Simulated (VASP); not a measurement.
Wanted: the native input for a VASP 6.6.1 run.

```yaml
Task: single point
Functional: PBE
Potentials_or_basis: VASP PAW PBE potentials, release 64 (Cu, Au)
Cutoff: 600 eV
k_mesh: 6 × 6 × 6
Occupations: gaussian, width 0.1 eV
Spin: no spin polarisation
Dipole_correction: no
Further_INCAR_settings: ALGO = Normal; EDIFF = 1e-06; NBANDS = 30
```

The structure of Cu3Au lies in POSCAR:

```
Cu3Au
1.0
    3.7353875600      0.0000000000      0.0000000000
    0.0000000000      3.7353875600      0.0000000000
    0.0000000000      0.0000000000      3.7353875600
Cu Au
3 1
Direct
    0.0000000000      0.5000000000      0.5000000000
    0.5000000000      0.5000000000      0.0000000000
    0.5000000000      0.0000000000      0.5000000000
    0.0000000000      0.0000000000      0.0000000000
```

The input as run:

INCAR

```
PREC     = Accurate       # precision mode
ENCUT    = 600            # plane-wave cutoff, eV
EDIFF    = 1E-6           # SCF threshold, eV
ISMEAR   = 0              # smearing method
SIGMA    = 0.1            # smearing width, eV
LREAL    = F              # projectors in reciprocal space
LASPH    = T              # aspherical terms in the spheres
NELM     = 120            # most SCF steps
ALGO     = Normal         # electronic algorithm
ISIF     = 2              # what is computed and relaxed
LWAVE    = F              # write WAVECAR
LCHARG   = T              # write CHGCAR
GGA      = PE             # functional
LELF     = T              # ELF
LVHAR    = T            
NBANDS   = 30             # bands
GGA_COMPAT= F
```

KPOINTS

```
Automatic mesh
0
Gamma
  6 6 6
```

Potentials or basis: VASP PAW PBE potentials, release 64 (Cu, Au).

Run with:

```bash
$ cat potpaw_PBE.64/Cu/POTCAR potpaw_PBE.64/Au/POTCAR > POTCAR
$ mpirun -np 1 vasp_std > vasp.out
```

It gave:

```yaml
Pressure: 5.9 GPa
Band_gap_on_the_k_mesh: zero (band 22 reaches 9.67 eV, above the bottom of band 23 at 7.33 eV)
```

Caveat: spin-orbit coupling is left out, which moves the levels of the heavy elements.

Wall time 28 s on 1 thread of Intel(R) Xeon(R) Platinum 8375C CPU @ 2.90GHz (Ice Lake), on a shared host, peak memory 0.18 GiB.
